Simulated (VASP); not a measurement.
# FeBiO4 (F-43m) in VASP: single point with PBE

Aim: the single point of FeBiO4 with PBE.

Program: VASP 6.6.1. These are calculated values, not measurements. Logs are shortened: lines on timing, memory, paths and dates and some standing lists are left out, and cuts for length are marked.

## (1) The cell of the first run

Symmetry: F-43m, No. 216, cubic system. The conventional cell has a = 7.015 Å, b = 7.015 Å, c = 7.015 Å, α = 90.00°, β = 90.00°, γ = 90.00°. Within 1.8 Å of Fe (site symmetry -43m) lie 4 O at 1.35 Å. Bi (site symmetry -43m) has 12 O at 2.94 Å and 6 Fe at 3.51 Å within 3.9 Å. O (site symmetry 3m) has 1 Fe at 1.35 Å within 1.8 Å.

The cell was generated, and may not be a known phase.

## (2) Single point, PBE, collinear spin, ferromagnetic start

INCAR reads:

```
SYSTEM = FeBiO4
  PREC = Accurate
  ENCUT = 700
  EDIFF = 1E-6
  ISMEAR = 0
  SIGMA = 0.1
  LREAL = .False.
  LASPH = .True.
  NELM = 200
  ALGO = Normal
  ISIF = 2
  LWAVE = .False.
  LCHARG = .False.
  ISPIN = 2
  MAGMOM = 4 0 0 0 0 0
  LORBIT = 11
  LMAXMIX = 4
  GGA = PE
  NBANDS = 40
  GGA_COMPAT = .False.
```

KPOINTS reads:

```
regular mesh
0
Gamma
  4 4 4
  0 0 0
```

POSCAR reads:

```
FeBiO4
1.0
    0.0000000000      3.5076881600      3.5076881600
    3.5076881600      0.0000000000      3.5076881600
    3.5076881600      3.5076881600      0.0000000000
Fe Bi O
1 1 4
Direct
    0.0000000000      0.0000000000      0.0000000000
    0.5000000000      0.5000000000      0.5000000000
    0.1111004000      0.6666988100      0.1111004000
    0.1111004000      0.1111004000      0.6666988100
    0.6666988100      0.1111004000      0.1111004000
    0.1111004000      0.1111004000      0.1111004000
```

Potentials or basis: VASP PAW PBE potentials, release 64 (Fe_sv, Bi_d, O).

Started as:

```sh
> cat potpaw_PBE.64/Fe_sv/POTCAR potpaw_PBE.64/Bi_d/POTCAR potpaw_PBE.64/O/POTCAR > POTCAR
> mpirun -np 1 vasp_std > vasp.out
```

OUTCAR:

```text
SYSTEM = FeBiO4
   PREC = Accurate
   ENCUT = 700
   EDIFF = 1E-6
   ISMEAR = 0
   LREAL = .False.
   LASPH = .True.
   NELM = 200
   ISIF = 2
   ISPIN = 2
   LORBIT = 11
   GGA = PE

 ion  position               nearest neighbor table
   1  0.000  0.000  0.000-   3 1.35   4 1.35   5 1.35   6 1.35
   2  0.500  0.500  0.500-   3 2.94   4 2.94   5 2.94   6 2.94   6 2.94   6 2.94   4 2.94   4 2.94
                             3 2.94   5 2.94   5 2.94   3 2.94
   3  0.111  0.667  0.111-   1 1.35   2 2.94   2 2.94   2 2.94
   4  0.111  0.111  0.667-   1 1.35   2 2.94   2 2.94   2 2.94
   5  0.667  0.111  0.111-   1 1.35   2 2.94   2 2.94   2 2.94
   6  0.111  0.111  0.111-   1 1.35   2 2.94   2 2.94   2 2.94

  LATTYP: Found a face centered cubic cell.
 ALAT       =     7.0153763200

  Lattice vectors:

 A1 = (   0.0000000000,   3.5076881600,   3.5076881600)
 A2 = (   3.5076881600,   0.0000000000,   3.5076881600)
 A3 = (   3.5076881600,   3.5076881600,   0.0000000000)

Analysis of symmetry for initial positions (statically):
=====================================================================
 Subroutine PRICEL returns:
 Original cell was already a primitive cell.

 Routine SETGRP: Setting up the symmetry group for a
 face centered cubic supercell.

 Subroutine GETGRP returns: Found 24 space group operations
 (whereof 24 operations were pure point group operations)
 out of a pool of 48 trial point group operations.

The static configuration has the point symmetry T_d .

Analysis of symmetry for dynamics (positions and initial velocities):
=====================================================================
 Subroutine PRICEL returns:
 Original cell was already a primitive cell.

 Routine SETGRP: Setting up the symmetry group for a
 face centered cubic supercell.

 Subroutine GETGRP returns: Found 24 space group operations
 (whereof 24 operations were pure point group operations)
 out of a pool of 48 trial point group operations.

The dynamic configuration has the point symmetry T_d .

Analysis of structural, dynamic, and magnetic symmetry:
=====================================================================
 Subroutine PRICEL returns:
 Original cell was already a primitive cell.

 Routine SETGRP: Setting up the symmetry group for a
 face centered cubic supercell.

 Subroutine GETGRP returns: Found 24 space group operations
 (whereof 24 operations were pure point group operations)
 out of a pool of 48 trial point group operations.

The overall configuration has the point symmetry T_d .

 Subroutine INISYM returns: Found 24 space group operations
 (whereof 24 operations are pure point group operations),
 and found     1 'primitive' translations

----------------------------------------------------------------------------------------

                                     Primitive cell

  volume of cell :      86.3163

  direct lattice vectors                    reciprocal lattice vectors
     0.000000000  3.507688160  3.507688160    -0.142544028  0.142544028  0.142544028
     3.507688160  0.000000000  3.507688160     0.142544028 -0.142544028  0.142544028
     3.507688160  3.507688160  0.000000000     0.142544028  0.142544028 -0.142544028

  length of vectors
     4.960620168  4.960620168  4.960620168     0.246893499  0.246893499  0.246893499

  position of ions in fractional coordinates (direct lattice)
     0.000000000  0.000000000  0.000000000
     0.500000000  0.500000000  0.500000000
     0.111100400  0.666698810  0.111100400
     0.111100400  0.111100400  0.666698810
     0.666698810  0.111100400  0.111100400
     0.111100400  0.111100400  0.111100400

  ion indices of the primitive-cell ions
   primitive index   ion index
                 1           1
                 2           2
                 3           3
                 4           4
                 5           5
                 6           6

----------------------------------------------------------------------------------------

 KPOINTS: regular mesh

Automatic generation of k-mesh.
 Grid dimensions read from file:
 generate k-points for:    4    4    4

 Generating k-lattice:

  Cartesian coordinates                     Fractional coordinates (reciprocal lattice)
    -0.035636007  0.035636007  0.035636007     0.250000000  0.000000000  0.000000000
     0.035636007 -0.035636007  0.035636007     0.000000000  0.250000000  0.000000000
     0.035636007  0.035636007 -0.035636007     0.000000000  0.000000000  0.250000000

  Length of vectors
     0.061723375  0.061723375  0.061723375

  Shift w.r.t. Gamma in fractional coordinates (k-lattice)
     0.000000000  0.000000000  0.000000000

 Subroutine IBZKPT returns following result:
 ===========================================

 Found      8 irreducible k-points:

 Following reciprocal coordinates:
            Coordinates               Weight
  0.000000  0.000000  0.000000      1.000000
  0.250000  0.000000  0.000000      8.000000
  0.500000  0.000000  0.000000      4.000000
  0.250000  0.250000  0.000000      6.000000
  0.500000  0.250000  0.000000     24.000000
 -0.250000  0.250000  0.000000     12.000000
  0.500000  0.500000  0.000000      3.000000
 -0.250000  0.500000  0.250000      6.000000
   k-points           NKPTS =      8   k-points in BZ     NKDIM =      8   number of bands    NBANDS=     40
   number of dos      NEDOS =    301   number of ions     NIONS =      6
   total plane-waves  NPLWV = 110592
   dimension x,y,z NGX =    48 NGY =   48 NGZ =   48
   dimension x,y,z NGXF=    96 NGYF=   96 NGZF=   96
   ions per type =               1   1   4
   NGX,Y,Z   is equivalent  to a cutoff of  16.09, 16.09, 16.09 a.u.
   NGXF,Y,Z  is equivalent  to a cutoff of  32.17, 32.17, 32.17 a.u.
 SYSTEM =  FeBiO4
   PREC   = accura    normal or accurate (medium, high low for compatibility)
   ISTART =      0    job   : 0-new  1-cont  2-samecut
   ICHARG =      2    charge: 1-file 2-atom 10-const
   ISPIN  =      2    spin polarized calculation?
   LNONCOLLINEAR =      F non collinear calculations
   LSORBIT =      F    spin-orbit coupling
   LASPH  =      T    aspherical Exc in radial PAW
   ENCUT  =  700.0 eV  51.45 Ry    7.17 a.u.  10.70 10.70 10.70*2*pi/ulx,y,z
   NELM   =    200;   NELMIN=  2; NELMDL= -5     # of ELM steps
   EDIFF  = 0.1E-05   stopping-criterion for ELM
   LREAL  =      F    real-space projection
   EDIFFG = 0.1E-04   stopping-criterion for IOM
   NSW    =      0    number of steps for IOM
   IBRION =     -1    ionic relax: 0-MD 1-quasi-New 2-CG
   NFREE  =      0    steps in history (QN), initial steepest desc. (CG)
   ISIF   =      2    stress and relaxation
   ISYM   =      2    0-nonsym 1-usesym 2-fastsym
   POTIM  = 0.5000    time-step for ionic-motion
   TEBEG  =    0.0;   TEEND  =   0.0 temperature during run
   PSTRESS=    0.0 pullay stress
   NELECT =      55.0000    total number of electrons
   NUPDOWN=      -1.0000    fix difference up-down
   EMIN   =  10.00;   EMAX   =-10.00  energy-range for DOS
   EFERMI =   0.00;   METHOD = LEGACY
   ISMEAR =     0;   SIGMA  =   0.10  broadening in eV -4-tet -1-fermi 0-gaus
   EFERMI_NEDOS =   21; number of points for ismear=-14 and -15
   IALGO  =     38    algorithm
   IMIX   =      4    mixing-type and parameters
     AMIX     =   0.40;   BMIX     =  1.00
     AMIX_MAG =   1.60;   BMIX_MAG =  1.00
  volume/ion in A,a.u.               =      14.39        97.08
  Fermi-wavevector in a.u.,A,eV,Ry     =   1.408742  2.662136 27.001491  1.984554
  Thomas-Fermi vector in A             =   2.530869
   LORBIT       =     11    0 simple, 1 ext, 2 COOP (PROOUT), +10 PAW based schemes
   GGA     = PE    functional components
   LHFCALC =     F    Hartree Fock is set to
   AEXX    =    0.0000 exact exchange contribution
   IVDW    =     0    specifies the selected vdW correction
   LEPSILON=     F    determine dielectric tensor
   LRPA    =     F    only Hartree local field effects (RPA)
 spin polarized calculation
 Gauss-broadening in eV      SIGMA  =   0.10
  energy-cutoff  :      700.00
  volume of cell :       86.32
 maximum number of plane-waves:      3695
 NGX is ok and might be reduce to    48
   NGX = 21   NGY = 21   NGZ = 21

 number of electron      54.9999996 magnetization       0.0511373

 number of electron      54.9999996 magnetization      -0.0093715

 Free energy of the ion-electron system (eV)
  ---------------------------------------------------
  ext. energy  EPLUGINS =         0.00000000
  ---------------------------------------------------
  free energy    TOTEN  =       -23.17630065 eV

  energy without entropy =      -23.15314080  energy(sigma->0) =      -23.16472073

 E-fermi :   5.3827     XC(G=0):  -9.8998

 val. band max:        5.3807592652   @ k =   0.5000   0.2500   0.0000
 cond. band min:       5.3844752542   @ k =   0.5000   0.2500   0.0000
 fundamental gap:      0.0037159890
 Fermi energy:         5.3826779716

 spin component 1

 k-point     1 :       0.0000    0.0000    0.0000
  band No.  band energies     occupation
      1     -86.0820      1.00000
      2     -52.6641      1.00000
      3     -52.6641      1.00000
      4     -52.6641      1.00000
      5     -18.1427      1.00000
      6     -18.1427      1.00000
[... 31 lines left out ...]
     38      14.7712      0.00000
     39      18.3781      0.00000

 k-point     2 :       0.2500    0.0000    0.0000
  band No.  band energies     occupation
      1     -86.0819      1.00000
      2     -52.6640      1.00000
      3     -52.6640      1.00000
      4     -52.6639      1.00000
      5     -18.1452      1.00000
      6     -18.1452      1.00000
[... 241 lines left out ...]
     38      16.2276      0.00000
     39      18.5312      0.00000

 k-point     8 :      -0.2500    0.5000    0.2500
  band No.  band energies     occupation
      1     -86.0819      1.00000
      2     -52.6640      1.00000
      3     -52.6639      1.00000
      4     -52.6639      1.00000
      5     -18.1582      1.00000
      6     -18.1440      1.00000
[... 31 lines left out ...]
     38      16.2150      0.00000
     39      17.5863      0.00000
 Fermi energy:         5.3826779716

 spin component 2

 k-point     1 :       0.0000    0.0000    0.0000
  band No.  band energies     occupation
      1     -86.0857      1.00000
      2     -52.6676      1.00000
      3     -52.6676      1.00000
      4     -52.6676      1.00000
      5     -18.1434      1.00000
      6     -18.1434      1.00000
[... 31 lines left out ...]
     38      14.7690      0.00000
     39      18.3751      0.00000

 k-point     2 :       0.2500    0.0000    0.0000
  band No.  band energies     occupation
      1     -86.0856      1.00000
      2     -52.6675      1.00000
      3     -52.6675      1.00000
      4     -52.6674      1.00000
      5     -18.1459      1.00000
      6     -18.1459      1.00000
[... 241 lines left out ...]
     38      16.2255      0.00000
     39      18.5285      0.00000

 k-point     8 :      -0.2500    0.5000    0.2500
  band No.  band energies     occupation
      1     -86.0856      1.00000
      2     -52.6675      1.00000
      3     -52.6674      1.00000
      4     -52.6674      1.00000
      5     -18.1589      1.00000
      6     -18.1447      1.00000
[... 31 lines left out ...]
     38      16.2128      0.00000
     39      17.5829      0.00000
 [bands above 39 left out]

------------------------ aborting loop because EDIFF is reached ----------------------------------------

  FORCE on cell =-STRESS in cart. coord.  units (eV):
  Direction    XX          YY          ZZ          XY          YZ          ZX
  --------------------------------------------------------------------------------------
  -------------------------------------------------------------------------------------
  Total       50.5090125     50.5090125     50.5090125      0.0000000      0.0000000      0.0000000
  in kB      937.5329369    937.5329369    937.5329369      0.0000000      0.0000000      0.0000000
  external PRESSURE =     937.5329369 kB  Pullay stress =       0.0000000 kB

 VOLUME and BASIS-vectors are now :
 -----------------------------------------------------------------------------
  energy-cutoff  :      700.00
  volume of cell :       86.32
      direct lattice vectors                 reciprocal lattice vectors
     0.000000000  3.507688160  3.507688160    -0.142544028  0.142544028  0.142544028
     3.507688160  0.000000000  3.507688160     0.142544028 -0.142544028  0.142544028
     3.507688160  3.507688160  0.000000000     0.142544028  0.142544028 -0.142544028

 POSITION                                       TOTAL-FORCE (eV/Angst)
 -----------------------------------------------------------------------------------
      0.00000      0.00000      0.00000         0.000000      0.000000      0.000000
      3.50769      3.50769      3.50769         0.000000      0.000000     -0.000000
      2.72828      0.77941      2.72828       -15.904378     15.904378    -15.904378
      2.72828      2.72828      0.77941       -15.904378    -15.904378     15.904378
      0.77941      2.72828      2.72828        15.904378    -15.904378    -15.904378
      0.77941      0.77941      0.77941        15.904378     15.904378     15.904378
 -----------------------------------------------------------------------------------
    total drift:                               -0.000086     -0.000086     -0.000086

  FREE ENERGIE OF THE ION-ELECTRON SYSTEM (eV)
  ---------------------------------------------------
  free  energy   TOTEN  =       -23.1763006544 eV

  energy  without entropy=      -23.1531407966  energy(sigma->0) =      -23.16472073

 total charge

# of ion       s       p       d       tot
------------------------------------------
    1        2.546   6.431   6.230  15.207
    2        1.595   1.004   9.913  12.511
    3        1.633   3.558   0.000   5.192
    4        1.633   3.558   0.000   5.192
    5        1.633   3.558   0.000   5.192
    6        1.633   3.558   0.000   5.192
--------------------------------------------------
tot         10.675  21.667  16.143  48.485

 magnetization (x)

# of ion       s       p       d       tot
------------------------------------------
    1       -0.000  -0.000  -0.003  -0.003
    2       -0.000  -0.002  -0.000  -0.002
    3       -0.000  -0.000   0.000  -0.000
    4       -0.000  -0.000   0.000  -0.000
    5       -0.000  -0.000   0.000  -0.000
    6       -0.000  -0.000   0.000  -0.000
--------------------------------------------------
tot         -0.000  -0.003  -0.003  -0.006
```

Wall time 2.7 min (1 thread of AMD EPYC 7R13 (Zen 3), shared host); peak memory 0.4 GiB.

What came out:

| Quantity | Value |
| --- | --- |
| Free energy | -23.1763 eV |
| Pressure | 93.8 GPa |
| Largest force | 27.547 eV/Å |
| Net moment | -0.01 μB per cell |
| Valence electrons inside the program's atomic spheres | Fe 15.21; Bi 12.51; O 5.19 |

Forces in eV/Å, atoms in the order of the input:
```
Fe    0.000   0.000   0.000
Bi    0.000   0.000   0.000
O   -15.904  15.904 -15.904
O   -15.904 -15.904  15.904
O    15.904 -15.904 -15.904
O    15.904  15.904  15.904
```

Levels at points of the mesh, in eV from the Fermi level:
Spin up:
| k point | band 24 | band 25 | band 26 | band 27 | band 28 | band 29 | band 30 | band 31 |
| --- | --- | --- | --- | --- | --- | --- | --- | --- |
| (0.00, 0.00, 0.00) | -2.85 | -2.85 | -2.85 | 0.68 | 0.68 | 0.78 | 0.78 | 0.78 |
| (0.50, 0.00, 0.00) | -3.49 | -3.49 | -2.83 | -0.57 | -0.57 | 0.12 | 2.90 | 2.90 |
| (0.50, 0.50, 0.00) | -3.51 | -3.51 | -3.51 | 0.34 | 1.10 | 1.10 | 1.15 | 1.32 |
Spin down:
```tsv
k point	band 24	band 25	band 26	band 27	band 28	band 29	band 30	band 31
(0.00, 0.00, 0.00)	-2.85	-2.85	-2.85	0.68	0.68	0.77	0.77	0.77
(0.50, 0.00, 0.00)	-3.49	-3.49	-2.83	-0.57	-0.57	0.12	2.90	2.90
(0.50, 0.50, 0.00)	-3.51	-3.51	-3.51	0.34	1.10	1.10	1.14	1.32
```

Caveat: the k points lie up to 0.39 Å⁻¹ apart; atoms lie so close that the PAW spheres overlap strongly, which falsifies energies and pressures; the moments typed at the start vanished in this run; spin-orbit coupling is left out, which moves the levels of the heavy elements; semilocal functionals often make such compounds metallic where correlation or magnetic order opens a gap, which also shifts bond lengths; forces of over 1 eV/Å act on the atoms, so gaps and moduli don't describe the material at rest. With open d or f shells a metallic result of PBE can be an artefact of self-interaction; +U or a hybrid may open a gap.
